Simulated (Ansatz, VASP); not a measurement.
## KBr in VASP and in Ansatz

POSCAR

```
KBr
1.0
    0.0000000000      3.2925000000      3.4242000000
    3.2925000000      0.0000000000      3.4242000000
    3.2925000000      3.2925000000      0.0000000000
K Br
1 1
Direct
    0.0000000000      0.0000000000      0.0000000000
    0.5000000000      0.5000000000      0.5000000000
```

The input INCAR.step1:

```
SYSTEM = KBr
ALGO     = Normal         ! electronic algorithm
EDIFF    = 1E-4           ! SCF threshold, eV
ENCUT    = 520            ! plane-wave cutoff, eV
GGA      = PE             ! functional
ISMEAR   = 0              ! smearing method
LASPH    = .TRUE.         ! aspherical terms in the spheres
LCHARG   = .FALSE.        ! write CHGCAR
LREAL    = .FALSE.        ! projectors in reciprocal space
LWAVE    = .TRUE.         ! write WAVECAR
NBANDS   = 15             ! bands
NELM     = 80             ! most SCF steps
PREC     = Accurate       ! precision mode
SIGMA    = 0.05           ! smearing width, eV
```

The input INCAR.step2:

```
SYSTEM = KBr
ALGO     = Normal         ! electronic algorithm
EDIFF    = 1E-6           ! SCF threshold, eV
ENCUT    = 520            ! plane-wave cutoff, eV
ISIF     = 2              ! what is computed and relaxed
ISMEAR   = 0              ! smearing method
ISTART   = 1            
LASPH    = .TRUE.         ! aspherical terms in the spheres
LCHARG   = .FALSE.        ! write CHGCAR
LMIXTAU  = .TRUE.       
LREAL    = .FALSE.        ! projectors in reciprocal space
LWAVE    = .FALSE.        ! write WAVECAR
METAGGA  = R2SCAN         ! meta-GGA
NBANDS   = 15             ! bands
NELM     = 80             ! most SCF steps
PREC     = Accurate       ! precision mode
SIGMA    = 0.05           ! smearing width, eV
```

File KPOINTS:

```
k-points
0
G
  6 6 6
  0 0 0
```

Input for Ansatz:

```yaml
crystal:
  lattice:
    - [0.0, 3.2925, 3.4242]
    - [3.2925, 0.0, 3.4242]
    - [3.2925, 3.2925, 0.0]
  atoms:
    - { symbol: K, position: [0.0, 0.0, 0.0] }
    - { symbol: Br, position: [0.5, 0.5, 0.5] }
basis:
  ecutwfc: 500
kpoints:
  mp_grid: { grid: [6, 6, 6] }
hamiltonian:
  xc: r2scan
scf:
  occupations: { method: gaussian, width: 0.05 }
output:
  forces: true
  stress: true
  eigenvalues: true
```

Change from the starting cell: strain +0.000 along x and y, +0.040 along z, atoms carried along.

Alike in both runs: task single point; functional r2SCAN; k mesh 6 × 6 × 6; occupations gaussian, width 0.05 eV; no spin polarisation.

```csv
,VASP,Ansatz
version,VASP 6.6.1,Ansatz 0.2.0
potentials or method,"VASP PAW PBE potentials, release 64 (K_sv, Br), cutoff 520 eV","scalar-relativistic, plane waves, PAW"
valence electrons in the cell,16,16
```

|  | VASP | Ansatz | Ansatz less VASP |
| --- | --- | --- | --- |
| gap on the k mesh at the Fermi level (eV) | 4.98 | 4.98 | -0.002 |
| least direct gap on the mesh (eV) | 4.98 | 4.98 | -0.002 |
| pressure (GPa) | -0.4 | -0.4 | +0.01 |
| traceless stress, the component that is largest in VASP (GPa) | -0.71 | -0.71 | +0.007 |

VASP's potentials were made for PBE, not for r2SCAN.
